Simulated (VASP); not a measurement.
# Ge in VASP: notebook, part 2 of 2

VASP 6.6.1.

## (3) Single point, PBEsol

The input, INCAR:

```
ALGO = Normal
EDIFF = 1E-7
ENCUT = 520
GGA = PS
ISIF = 2
ISMEAR = 0
LASPH = True
LCHARG = False
LREAL = False
LWAVE = False
NBANDS = 21
NELM = 100
PREC = Accurate
SIGMA = 0.1
```

The input, KPOINTS:

```
Automatic mesh
0
Gamma
  16 16 16
  0.5 0.5 0.5
```

The input, POSCAR:

```
Ge
1.0
   -2.3106274915      2.7133968582      1.3527562753
    2.3106274915     -2.7133968582      1.3527562753
    2.3106274915      2.7133968582     -1.3527562753
Ge
2
Direct
    0.2068205967      0.9568205967      0.2500000000
    0.7931794033      0.0431794033      0.7500000000
```

Potentials or basis: VASP PAW PBE potentials, release 64 (Ge_d).

Run with:

```sh
$ cat potpaw_PBE.64/Ge_d/POTCAR > POTCAR
$ mpirun -np 1 vasp_std > vasp.out
```

OUTCAR:

```text
EDIFF = 1E-7
   ENCUT = 520
   GGA = PS
   ISIF = 2
   ISMEAR = 0
   LASPH = True
   LREAL = False
   NELM = 100
   PREC = Accurate

 ion  position               nearest neighbor table
   1  0.207  0.957  0.250-   2 2.57   2 2.57   2 2.72   2 2.72   2 2.80   2 2.80
   2  0.793  0.043  0.750-   1 2.57   1 2.57   1 2.72   1 2.72   1 2.80   1 2.80

  LATTYP: Found a body centered orthorhombic cell.
 ALAT       =     2.7055125506
 B/A-ratio  =     1.7080885402
 C/A-ratio  =     2.0058283282

  Lattice vectors:

 A1 = (   2.3106274915,  -2.7133968582,   1.3527562753)
 A2 = (  -2.3106274915,  -2.7133968582,  -1.3527562753)
 A3 = (   2.3106274915,   2.7133968582,  -1.3527562753)

Analysis of symmetry for initial positions (statically):
=====================================================================
 Subroutine PRICEL returns:
 Original cell was already a primitive cell.

 Routine SETGRP: Setting up the symmetry group for a
 body centered orthorhombic supercell.

 Subroutine GETGRP returns: Found  8 space group operations
 (whereof  4 operations were pure point group operations)
 out of a pool of  8 trial point group operations.

[... 155 lines left out ...]

 Free energy of the ion-electron system (eV)
  ---------------------------------------------------
  ext. energy  EPLUGINS =         0.00000000
  ---------------------------------------------------
  free energy    TOTEN  =        -9.32590869 eV

  energy without entropy =       -9.32204635  energy(sigma->0) =       -9.32397752

 E-fermi :   7.7060     XC(G=0): -11.9173

 val. band max:        7.7051855469   @ k =   0.4688   0.0313   0.0312
 cond. band min:       7.7069599428   @ k =   0.1562  -0.4688   0.0938
 fundamental gap:      0.0017743959
 Fermi energy:         7.7060131049

 k-point     1 :       0.0313    0.0313    0.0312
  band No.  band energies     occupation
      1     -17.0878      2.00000
      2     -17.0587      2.00000
      3     -17.0035      2.00000
      4     -17.0024      2.00000
      5     -16.9919      2.00000
      6     -16.8942      2.00000
[... 565 lines left out ...]
     20      18.0153      0.00000
     21      21.0813      0.00000

 [... further k-points ...]
[... 5 lines left out ...]
  --------------------------------------------------------------------------------------
  -------------------------------------------------------------------------------------
  Total        3.6511832     -0.8060667      2.9064699      0.0000000     -0.0000000      0.0000000
  in kB      172.4334070    -38.0678878    137.2630383      0.0000000     -0.0000000      0.0000000
  external PRESSURE =      90.5428525 kB  Pullay stress =       0.0000000 kB

 VOLUME and BASIS-vectors are now :
 -----------------------------------------------------------------------------
  energy-cutoff  :      520.00
  volume of cell :       33.93
      direct lattice vectors                 reciprocal lattice vectors
    -2.310627492  2.713396858  1.352756275     0.000000000  0.184270870  0.369615731
     2.310627492 -2.713396858  1.352756275     0.216391436  0.000000000  0.369615731
     2.310627492  2.713396858 -1.352756275     0.216391436  0.184270870  0.000000000

 POSITION                                       TOTAL-FORCE (eV/Angst)
 -----------------------------------------------------------------------------------
      2.31063     -1.35670      1.23593         0.000000      0.000000      0.094717
      0.00000      4.07010      0.11682        -0.000000     -0.000000     -0.094717
 -----------------------------------------------------------------------------------
    total drift:                                0.000000      0.000000     -0.000000

  FREE ENERGIE OF THE ION-ELECTRON SYSTEM (eV)
  ---------------------------------------------------
  free  energy   TOTEN  =        -9.3259086885 eV

  energy  without entropy=       -9.3220463454  energy(sigma->0) =       -9.32397752
```

OSZICAR:

```text
N       E                     dE             d eps       ncg     rms          rms(c)
DAV:   1     0.170532027814E+03    0.17053E+03   -0.14041E+04 30222   0.390E+03
DAV:   2     0.129665963380E+02   -0.15757E+03   -0.15258E+03 26185   0.583E+02
DAV:   3    -0.881685317022E+01   -0.21783E+02   -0.21590E+02 29392   0.130E+02
DAV:   4    -0.937615492935E+01   -0.55930E+00   -0.55887E+00 29476   0.243E+01
DAV:   5    -0.938393006703E+01   -0.77751E-02   -0.77749E-02 29469   0.304E+00    0.248E+00
DAV:   6    -0.934352216521E+01    0.40408E-01   -0.32503E-02 35879   0.334E+00    0.134E+00
DAV:   7    -0.932652376099E+01    0.16998E-01   -0.18396E-02 35794   0.210E+00    0.138E-01
DAV:   8    -0.932590498211E+01    0.61878E-03   -0.22550E-03 32016   0.929E-01    0.508E-02
DAV:   9    -0.932590869694E+01   -0.37148E-05   -0.54388E-05 34191   0.979E-02    0.777E-03
DAV:  10    -0.932590887275E+01   -0.17581E-06   -0.26074E-06 32857   0.183E-02    0.162E-03
DAV:  11    -0.932590870475E+01    0.16800E-06   -0.10215E-07 20551   0.366E-03    0.172E-04
DAV:  12    -0.932590868853E+01    0.16219E-07   -0.19719E-08 16925   0.192E-03
   1 F= -.93259087E+01 E0= -.93239775E+01  d E =-.386234E-02
```

It took 2.3 min on 1 thread of Intel Xeon 6975P-C (Granite Rapids), shared host; peak memory 0.43 GiB.

What came out:

```yaml
Free_energy: -9.3259 eV
Pressure: 9.1 GPa
Largest_force: 0.095 eV/Å
Band_gap_on_the_k_mesh: zero (band 14 reaches 10.83 eV, above the bottom of band 15 at 4.23 eV)
```

Forces in eV/Å, atoms in the order of the input:
```
Ge   0.000  0.000  0.095
Ge   0.000  0.000 -0.095
```

Stress tensor (GPa, compression positive):
```
17.24  0.00  0.00
 0.00 -3.81  0.00
 0.00  0.00 13.73
```

Caveat: the PAW data sets were made with another functional, which shifts forces and pressure a little.

## (4) Single point, PBEsol (one atom moved)

The input, INCAR:

```
PREC = Accurate
ENCUT = 520
EDIFF = 1E-6
ISMEAR = 0
SIGMA = 0.1
LREAL = False
LASPH = True
NELM = 100
ALGO = Normal
ISIF = 2
LWAVE = False
LCHARG = True
GGA = PS
LELF = True
LVHAR = True
NBANDS = 21
```

The input, KPOINTS:

```
regular mesh
0
Gamma
  14 14 14
```

The input, POSCAR:

```
Ge
1.0
   -2.4958980000      2.6508630000      1.4369470000
    2.4958980000     -2.6508630000      1.4369470000
    2.4958980000      2.6508630000     -1.4369470000
Ge
2
Direct
    0.1859430000      0.9359430000      0.2500000000
    0.7918059807      0.0297985384      0.7481967818
```

Run with:

```sh
$ cat potpaw_PBE.64/Ge_d/POTCAR > POTCAR
$ mpirun -np 1 vasp_std > vasp.out
```

Run time: 8.1 min. Hardware: 1 thread of AMD EPYC 9R45 (Zen 5), shared host; peak memory 0.84 GiB.

The run converged. Its results:

* Free energy: -9.5066 eV
* Pressure: -2.6 GPa
* Largest force: 0.140 eV/Å
* Band gap on the k mesh: zero (band 14 reaches 8.49 eV, above the bottom of band 15 at 3.21 eV)

Forces on the atoms (eV/Å):
```
Ge  -0.066  0.106 -0.064
Ge   0.066 -0.106  0.064
```

Stress tensor (GPa, compression positive):
```
-2.55 -0.02 -0.19
-0.02 -2.66 -0.03
-0.19 -0.03 -2.61
```

Levels at points of the mesh, in eV from the Fermi level:
```csv
k point,band 10,band 11,band 12,band 13,band 14,band 15,band 16,band 17,band 18,band 19
"(0.00, 0.00, 0.00)",-24.33,-13.08,-3.80,-2.29,-1.90,3.44,7.05,7.17,7.96,8.17
"(0.50, 0.00, 0.00)",-24.43,-7.97,-7.02,-1.88,-1.55,-0.50,1.21,3.39,4.09,9.56
"(0.00, 0.50, 0.50)",-24.42,-7.87,-7.14,-1.83,-1.56,-0.56,1.29,3.23,4.27,9.59
"(0.00, 0.50, 0.00)",-24.34,-8.21,-5.70,-3.59,-2.23,-1.81,3.21,4.06,6.63,8.42
"(0.50, 0.00, 0.50)",-24.34,-8.16,-5.84,-3.48,-2.23,-1.83,3.27,3.99,6.84,8.30
"(0.50, 0.50, 0.00)",-24.44,-10.48,-10.18,0.54,0.84,2.27,2.33,6.71,6.77,10.71
"(0.00, 0.00, 0.50)",-24.44,-10.36,-10.31,0.62,0.76,2.22,2.38,6.61,6.87,10.66
"(0.50, 0.50, 0.50)",-24.43,-9.06,-8.22,-5.83,-5.55,4.27,7.23,10.79,11.22,12.18
```

Caveat: the cell differs from its parent crystal (one atom moved); the PAW data sets were made with another functional, which shifts forces and pressure a little.

## (5) Single point, PBEsol (strained)

The input, INCAR:

```
  ALGO = Normal
  EDIFF = 1E-7
  ENCUT = 520
  GGA = PS
  ISIF = 2
  ISMEAR = 0
  LASPH = T
  LCHARG = F
  LREAL = F
  LWAVE = F
  NBANDS = 21
  NELM = 100
  PREC = Accurate
  SIGMA = 0.1
```

The input, KPOINTS:

```
k-points
0
Gamma
  16 16 16
```

The input, POSCAR:

```
Ge
1.0
   -2.6336216516      2.7016270265      1.4041271305
    2.6336216516     -2.7016270265      1.4041271305
    2.6336216516      2.7016270265     -1.4041271305
Ge
2
Direct
    0.1511470054      0.9011470054      0.2500000000
    0.8488529946      0.0988529946      0.7500000000
```

Run with:

```sh
$ cat potpaw_PBE.64/Ge_d/POTCAR > POTCAR
$ mpirun -np 1 vasp_std > vasp.out
```

It took 4.4 min on 1 thread of AMD EPYC 9R45 (Zen 5), shared host; peak memory 0.46 GiB.

Results (log left out):

```yaml
Free_energy: -9.4690 eV
Pressure: -5.5 GPa
Largest_force: 0.032 eV/Å
Band_gap_on_the_k_mesh: zero (band 14 reaches 7.49 eV, above the bottom of band 15 at 3.02 eV)
```

Forces on the atoms (eV/Å):
```
Ge   0.000  0.000 -0.032
Ge   0.000  0.000  0.032
```

Stress tensor (GPa, compression positive):
```
-6.01  0.00  0.00
 0.00 -6.88  0.00
 0.00  0.00 -3.54
```

Levels at points of the mesh, in eV from the Fermi level:
```
           k point  band 12  band 13  band 14  band 15  band 16  band 17
(0.00, 0.00, 0.00)    -4.63    -2.33    -2.11     3.32     6.52     7.16
(0.50, 0.00, 0.00)    -6.17    -2.43    -1.80    -0.79     2.27     3.19
(0.00, 0.50, 0.00)    -5.75    -3.03    -2.06    -1.16     2.98     3.48
(0.50, 0.50, 0.00)   -10.16     0.48     0.48     1.51     1.51     7.65
(0.50, 0.50, 0.50)    -8.60    -5.47    -5.40     6.05     7.08     9.60
```

Caveat: the cell differs from its parent crystal (strained); the PAW data sets were made with another functional, which shifts forces and pressure a little.

## (6) Summary

| cell | k mesh | gap on the mesh (eV) | pressure (GPa) | largest force (eV/Å) |
| --- | --- | --- | --- | --- |
| a = 3.812 Å, angles 105.4, 89.2, 138.4°, 2 atoms | 16 × 16 × 16 | none | 8.9 | 0.09 |
| a = 3.812 Å, angles 105.4, 89.2, 138.4°, 2 atoms | 16 × 16 × 16, shifted | none | 9.1 | 0.09 |
| a = 3.914 Å, angles 100.8, 94.7, 136.9°, 2 atoms | 14 × 14 × 14 | none | -2.6 | 0.14 |
| a = 4.026 Å, angles 98.3, 95.7, 139.2°, 2 atoms | 16 × 16 × 16 | none | -5.5 | 0.03 |

Alike in all rows: task single point; level PBEsol; potentials or basis VASP PAW PBE potentials, release 64 (Ge_d); no spin polarisation; cutoff (eV) 520; smearing gaussian 0.1 eV.

Caveats: the PAW data sets were made with another functional, which shifts forces and pressure a little.

Absolute energies hang on the potentials; compare differences alone.
